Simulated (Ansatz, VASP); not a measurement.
Two plane-wave programs on TaSi2

File INCAR:

```
  PREC = Accurate
  ENCUT = 600
  EDIFF = 1E-6
  ISMEAR = 0
  SIGMA = 0.2
  LREAL = F
  LASPH = T
  NELM = 60
  ALGO = Normal
  ISIF = 3
  LWAVE = F
  LCHARG = F
  GGA = PE
  IBRION = 2
  NSW = 80
  EDIFFG = -0.025
```

File KPOINTS:

```
regular mesh
0
Gamma
  8 4 4
```

POSCAR

```
TaSi2
1.0
    2.9522725213     -0.0027892883      0.0452350966
   -0.0048311890      5.2165432578      0.0317260827
    0.0960780993      0.0389049360      6.3017007827
Ta Si
2 4
Direct
    0.4991002398      0.1816098517      0.4937512298
   -0.0004145358      0.6692235079      0.5080601061
   -0.0287272294      0.3146410557      0.1908004301
    0.5234326439      0.8383072125      0.1825431207
   -0.0002079570      0.3255834325      0.8076701307
    0.5068168386      0.8373016063      0.8171749826
```

Input for Ansatz:

```yaml
crystal:
  lattice:
    - [2.9522725213, -0.0027892883, 0.0452350966]
    - [-0.004831189, 5.2165432578, 0.0317260827]
    - [0.0960780993, 0.038904936, 6.3017007827]
  atoms:
    - { symbol: Ta, position: [0.4991002398, 0.1816098517, 0.4937512298] }
    - { symbol: Ta, position: [-0.0004145358, 0.6692235079, 0.5080601061] }
    - { symbol: Si, position: [-0.0287272294, 0.3146410557, 0.1908004301] }
    - { symbol: Si, position: [0.5234326439, 0.8383072125, 0.1825431207] }
    - { symbol: Si, position: [-0.000207957, 0.3255834325, 0.8076701307] }
    - { symbol: Si, position: [0.5068168386, 0.8373016063, 0.8171749826] }
basis:
  ecutwfc: 420
kpoints:
  mp_grid: { grid: [8, 4, 4] }
hamiltonian:
  xc: pbe
scf:
  occupations: { method: gaussian, width: 0.2 }
  lower_state_search: "off"
output:
  forces: true
  stress: true
  eigenvalues: true
relax:
  adjacent_minimum: "off"
  f_tol: 0.025
  max_steps: 60
  cell: { stress_tol: 0.25 }
```

Change from the starting cell: cell x2, atoms moved at random (sigma 0.05 Å) and cell strained at random (1.5 %), then relaxed without symmetry.

Alike in both runs: task relaxation of cell and atoms; functional PBE; k mesh 8 × 4 × 4; occupations gaussian, width 0.2 eV; no spin polarisation.

|  | VASP | Ansatz |
| --- | --- | --- |
| version | VASP 6.6.1 | Ansatz 0.2.0 |
| potentials or method | VASP PAW PBE potentials, release 64 (Ta_pv, Si), cutoff 600 eV | scalar-relativistic, plane waves, PAW |
| valence electrons in the cell | 38 | 42 |

Ansatz gave:

| Property | Result |
| --- | --- |
| gap on the k mesh at the Fermi level, each at its own relaxed structure (eV) | none |
| relaxed volume (Å³/atom) | 16.49 |
| relaxed length of the cell vector where the two differ most in proportion (Å) | 5.328 |

Problem. Estimate VASP's values.

Solution. gap on the k mesh at the Fermi level, each at its own relaxed structure (eV): none; relaxed volume (Å³/atom): 16.49; relaxed length of the cell vector where the two differ most in proportion (Å): 5.332.

A gap of «none» marks a metal or a gap that the smearing closes. VASP's potentials hold 38 valence electrons a cell and Ansatz's 42, so a difference there can come from the potentials and not from the codes.

Spin-orbit coupling is off throughout.
